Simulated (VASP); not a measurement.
# Na (Pm-3m) in VASP: notebook

The runs below take Na through single point, with PBEsol.

All numbers are computed with VASP 6.6.1; they aren't measurements. Logs are shortened: lines on timing, memory, paths and dates and some standing lists are left out, and cuts for length are marked.

**1. The cell of the first run**

It takes space group Pm-3m (No. 221, cubic). The conventional cell has a = 2.832 Å, b = 2.832 Å, c = 2.832 Å, α = 90.00°, β = 90.00°, γ = 90.00°. Na (site symmetry m-3m) has 6 Na at 2.83 Å within 3.7 Å.

This isn't the form of Na at room conditions, which is bcc.

**2. Single point, PBEsol (22.70 Å³/atom)**

Contents of INCAR:

```
SYSTEM = Na
PREC = Accurate ; ENCUT = 520
EDIFF = 1E-7 ; ISMEAR = -1
SIGMA = 0.08 ; LREAL = .False.
LASPH = .True. ; NELM = 80
ALGO = Normal ; ISIF = 2
LWAVE = .False. ; LCHARG = .False.
GGA = PS ; NBANDS = 10
```

Contents of KPOINTS:

```
Automatic mesh
0
Gamma
  12 12 12
  0 0 0
```

Contents of POSCAR:

```
Na
1.0
    2.8316090023      0.0000000000      0.0000000000
    0.0000000000      2.8316090023      0.0000000000
    0.0000000000      0.0000000000      2.8316090023
Na
1
Direct
    0.0000000000      0.0000000000      0.0000000000
```

Potentials or basis: VASP PAW PBE potentials, release 64 (Na_pv).

The run is started by

```sh
cat potpaw_PBE.64/Na_pv/POTCAR > POTCAR
mpirun -np 1 vasp_std > vasp.out
```

OUTCAR:

```text
SYSTEM = Na
   PREC = Accurate
   ENCUT = 520
   EDIFF = 1E-7
   ISMEAR = -1
   LREAL = .False.
   LASPH = .True.
   NELM = 80
   ISIF = 2
   GGA = PS

 ion  position               nearest neighbor table
   1  0.000  0.000  0.000-

  LATTYP: Found a simple cubic cell.
 ALAT       =     2.8316090023

  Lattice vectors:

 A1 = (   2.8316090023,   0.0000000000,   0.0000000000)
 A2 = (   0.0000000000,   2.8316090023,   0.0000000000)
 A3 = (   0.0000000000,   0.0000000000,   2.8316090023)

Analysis of symmetry for initial positions (statically):
=====================================================================
 Subroutine PRICEL returns:
 Original cell was already a primitive cell.

 Routine SETGRP: Setting up the symmetry group for a
 simple cubic supercell.

 Subroutine GETGRP returns: Found 48 space group operations
 (whereof 48 operations were pure point group operations)
 out of a pool of 48 trial point group operations.

The static configuration has the point symmetry O_h .

Analysis of symmetry for dynamics (positions and initial velocities):
=====================================================================
 Subroutine PRICEL returns:
 Original cell was already a primitive cell.

 Routine SETGRP: Setting up the symmetry group for a
 simple cubic supercell.

 Subroutine GETGRP returns: Found 48 space group operations
 (whereof 48 operations were pure point group operations)
 out of a pool of 48 trial point group operations.

The dynamic configuration has the point symmetry O_h .

 Subroutine INISYM returns: Found 48 space group operations
 (whereof 48 operations are pure point group operations),
 and found     1 'primitive' translations

----------------------------------------------------------------------------------------

                                     Primitive cell

  volume of cell :      22.7039

  direct lattice vectors                    reciprocal lattice vectors
     2.831609002  0.000000000  0.000000000     0.353156103  0.000000000  0.000000000
     0.000000000  2.831609002  0.000000000     0.000000000  0.353156103  0.000000000
     0.000000000  0.000000000  2.831609002     0.000000000  0.000000000  0.353156103

  length of vectors
     2.831609002  2.831609002  2.831609002     0.353156103  0.353156103  0.353156103

  position of ions in fractional coordinates (direct lattice)
     0.000000000  0.000000000  0.000000000

  ion indices of the primitive-cell ions
   primitive index   ion index
                 1           1

----------------------------------------------------------------------------------------

 KPOINTS: Automatic mesh

Automatic generation of k-mesh.
 Grid dimensions read from file:
 generate k-points for:   12   12   12

 Generating k-lattice:

  Cartesian coordinates                     Fractional coordinates (reciprocal lattice)
     0.029429675  0.000000000  0.000000000     0.083333333  0.000000000  0.000000000
     0.000000000  0.029429675  0.000000000     0.000000000  0.083333333  0.000000000
     0.000000000  0.000000000  0.029429675     0.000000000  0.000000000  0.083333333

  Length of vectors
     0.029429675  0.029429675  0.029429675

  Shift w.r.t. Gamma in fractional coordinates (k-lattice)
     0.000000000  0.000000000  0.000000000

 Subroutine IBZKPT returns following result:
 ===========================================

 Found     84 irreducible k-points:

 Following reciprocal coordinates:
            Coordinates               Weight
  0.000000  0.000000  0.000000      1.000000
  0.083333  0.000000  0.000000      6.000000
  0.166667  0.000000  0.000000      6.000000
  0.250000  0.000000  0.000000      6.000000
  0.333333  0.000000  0.000000      6.000000
  0.416667  0.000000  0.000000      6.000000
[... 16 lines left out ...]
  0.333333  0.333333  0.000000     12.000000
  0.416667  0.333333  0.000000     24.000000
 [... further k-points ...]
   k-points           NKPTS =     84   k-points in BZ     NKDIM =     84   number of bands    NBANDS=     10
   number of dos      NEDOS =    301   number of ions     NIONS =      1
   total plane-waves  NPLWV =  13824
   dimension x,y,z NGX =    24 NGY =   24 NGZ =   24
   dimension x,y,z NGXF=    48 NGYF=   48 NGZF=   48
   ions per type =               1
   NGX,Y,Z   is equivalent  to a cutoff of  14.09, 14.09, 14.09 a.u.
   NGXF,Y,Z  is equivalent  to a cutoff of  28.18, 28.18, 28.18 a.u.
 SYSTEM =  Na
   PREC   = accura    normal or accurate (medium, high low for compatibility)
   ISTART =      0    job   : 0-new  1-cont  2-samecut
   ICHARG =      2    charge: 1-file 2-atom 10-const
   ISPIN  =      1    spin polarized calculation?
   LNONCOLLINEAR =      F non collinear calculations
   LSORBIT =      F    spin-orbit coupling
   LASPH  =      T    aspherical Exc in radial PAW
   ENCUT  =  520.0 eV  38.22 Ry    6.18 a.u.   5.26  5.26  5.26*2*pi/ulx,y,z
   NELM   =     80;   NELMIN=  2; NELMDL= -5     # of ELM steps
   EDIFF  = 0.1E-06   stopping-criterion for ELM
   LREAL  =      F    real-space projection
   EDIFFG = 0.1E-05   stopping-criterion for IOM
   NSW    =      0    number of steps for IOM
   IBRION =     -1    ionic relax: 0-MD 1-quasi-New 2-CG
   NFREE  =      0    steps in history (QN), initial steepest desc. (CG)
   ISIF   =      2    stress and relaxation
   ISYM   =      2    0-nonsym 1-usesym 2-fastsym
   POTIM  = 0.5000    time-step for ionic-motion
   TEBEG  =    0.0;   TEEND  =   0.0 temperature during run
   PSTRESS=    0.0 pullay stress
   NELECT =       7.0000    total number of electrons
   NUPDOWN=      -1.0000    fix difference up-down
   EMIN   =  10.00;   EMAX   =-10.00  energy-range for DOS
   EFERMI =   0.00;   METHOD = LEGACY
   ISMEAR =    -1;   SIGMA  =   0.08  broadening in eV -4-tet -1-fermi 0-gaus
   EFERMI_NEDOS =   21; number of points for ismear=-14 and -15
   IALGO  =     38    algorithm
   IMIX   =      4    mixing-type and parameters
     AMIX     =   0.40;   BMIX     =  1.00
     AMIX_MAG =   1.60;   BMIX_MAG =  1.00
  volume/ion in A,a.u.               =      22.70       153.21
  Fermi-wavevector in a.u.,A,eV,Ry     =   1.105964  2.089968 16.642045  1.223156
  Thomas-Fermi vector in A             =   2.242458
   LORBIT       =      0    0 simple, 1 ext, 2 COOP (PROOUT), +10 PAW based schemes
   GGA     = PS    functional components
   LHFCALC =     F    Hartree Fock is set to
   AEXX    =    0.0000 exact exchange contribution
   IVDW    =     0    specifies the selected vdW correction
   LEPSILON=     F    determine dielectric tensor
   LRPA    =     F    only Hartree local field effects (RPA)
 non-spin polarized calculation
  energy-cutoff  :      520.00
  volume of cell :       22.70
 maximum number of plane-waves:       627
 NGX is ok and might be reduce to    24
   NGX = 11   NGY = 11   NGZ = 11

 number of electron       6.9999995 magnetization

 Free energy of the ion-electron system (eV)
  ---------------------------------------------------
  ext. energy  EPLUGINS =         0.00000000
  ---------------------------------------------------
  free energy    TOTEN  =        -0.97790469 eV

  energy without entropy =       -0.96813198  energy(sigma->0) =       -0.97301834

 E-fermi :   2.1689     XC(G=0):  -7.9658

 val. band max:        2.1145401720   @ k =   0.3333   0.2500   0.2500
 cond. band min:       2.2122011762   @ k =   0.4167   0.2500   0.0833
 fundamental gap:      0.0976610042
 Fermi energy:         2.1689051919

 k-point     1 :       0.0000    0.0000    0.0000
  band No.  band energies     occupation
      1     -22.7353      2.00000
      2     -22.7353      2.00000
      3     -22.7353      2.00000
      4      -2.2866      2.00000
      5      12.9929      0.00000
      6      12.9929      0.00000
      7      16.0546      0.00000
      8      16.0546      0.00000
      9      16.0546      0.00000
     10      20.8615      0.00000

 k-point     2 :       0.0833    0.0000    0.0000
  band No.  band energies     occupation
      1     -22.7534      2.00000
      2     -22.7338      2.00000
      3     -22.7338      2.00000
      4      -2.1479      2.00000
      5      11.8721      0.00000
      6      13.1157      0.00000
      7      16.1400      0.00000
      8      16.1400      0.00000
      9      16.7872      0.00000
     10      21.5629      0.00000

 k-point     3 :       0.1667    0.0000    0.0000
  band No.  band energies     occupation
      1     -22.8025      2.00000
      2     -22.7295      2.00000
      3     -22.7295      2.00000
      4      -1.7355      2.00000
      5       9.8874      0.00000
      6      13.4817      0.00000
      7      16.3942      0.00000
      8      16.3942      0.00000
      9      17.7913      0.00000
     10      23.4575      0.00000

 k-point     4 :       0.2500    0.0000    0.0000
  band No.  band energies     occupation
      1     -22.8688      2.00000
      2     -22.7237      2.00000
      3     -22.7237      2.00000
      4      -1.0602      2.00000
      5       7.8368      0.00000
      6      14.0809      0.00000
      7      16.8087      0.00000
      8      16.8087      0.00000
      9      18.7119      0.00000
     10      23.9919      0.00000
[... 222 lines left out ...]
 k-point    22 :       0.5000    0.2500    0.0000
  band No.  band energies     occupation
      1     -22.9775      2.00000
      2     -22.8349      2.00000
      3     -22.7014      2.00000
      4       2.9887      0.00007
      5       4.1360      0.00000
      6      11.4225      0.00000
      7      12.8878      0.00000
      8      19.3494      0.00000
      9      21.2307      0.00000
     10      21.3858      0.00000

 k-point    23 :       0.3333    0.3333    0.0000
  band No.  band energies     occupation
      1     -22.9100      2.00000
      2     -22.9004      2.00000
      3     -22.7015      2.00000
      4       1.8661      1.95561
      5       7.3917      0.00000
      6       8.2240      0.00000
      7      13.5519      0.00000
      8      18.9120      0.00000
      9      20.1430      0.00000
     10      22.6349      0.00000

 k-point    24 :       0.4167    0.3333    0.0000
  band No.  band energies     occupation
      1     -22.9503      2.00000
      2     -22.8979      2.00000
      3     -22.6975      2.00000
      4       2.9202      0.00017
      5       6.0485      0.00000
      6       8.7979      0.00000
      7      12.0604      0.00000
      8      19.6673      0.00000
      9      21.1633      0.00000
     10      21.9854      0.00000

 [... further k-points ...]

------------------------ aborting loop because EDIFF is reached ----------------------------------------

  FORCE on cell =-STRESS in cart. coord.  units (eV):
  Direction    XX          YY          ZZ          XY          YZ          ZX
  --------------------------------------------------------------------------------------
  -------------------------------------------------------------------------------------
  Total        1.3128369      1.3128369      1.3128369      0.0000000     -0.0000000      0.0000000
  in kB       92.6448990     92.6448990     92.6448990      0.0000000     -0.0000000      0.0000000
  external PRESSURE =      92.6448990 kB  Pullay stress =       0.0000000 kB

 VOLUME and BASIS-vectors are now :
 -----------------------------------------------------------------------------
  energy-cutoff  :      520.00
  volume of cell :       22.70
      direct lattice vectors                 reciprocal lattice vectors
     2.831609002  0.000000000  0.000000000     0.353156103  0.000000000  0.000000000
     0.000000000  2.831609002  0.000000000     0.000000000  0.353156103  0.000000000
     0.000000000  0.000000000  2.831609002     0.000000000  0.000000000  0.353156103

 POSITION                                       TOTAL-FORCE (eV/Angst)
 -----------------------------------------------------------------------------------
      0.00000      0.00000      0.00000         0.000000      0.000000      0.000000
 -----------------------------------------------------------------------------------
    total drift:                                0.000000     -0.000000      0.000000

  FREE ENERGIE OF THE ION-ELECTRON SYSTEM (eV)
  ---------------------------------------------------
  free  energy   TOTEN  =        -0.9779046940 eV

  energy  without entropy=       -0.9681319792  energy(sigma->0) =       -0.97301834
```

Run time: 6.6 s. Hardware: 1 thread of Intel Xeon Platinum 8559C (Emerald Rapids), shared host; peak memory 0.14 GiB.

Results:

| Item | Value |
| --- | --- |
| Free energy | -0.9779 eV |
| Pressure | 9.3 GPa |
| Band gap on the k mesh | zero (an odd number of electrons rules out a gap without spin polarisation) |

Caveat: the cell stands under pressure; the PAW data sets were made with another functional, which shifts forces and pressure a little.

[end of part 1 of 2]

The gap in the log of VASP goes by the Fermi energy; the results here count the filled bands.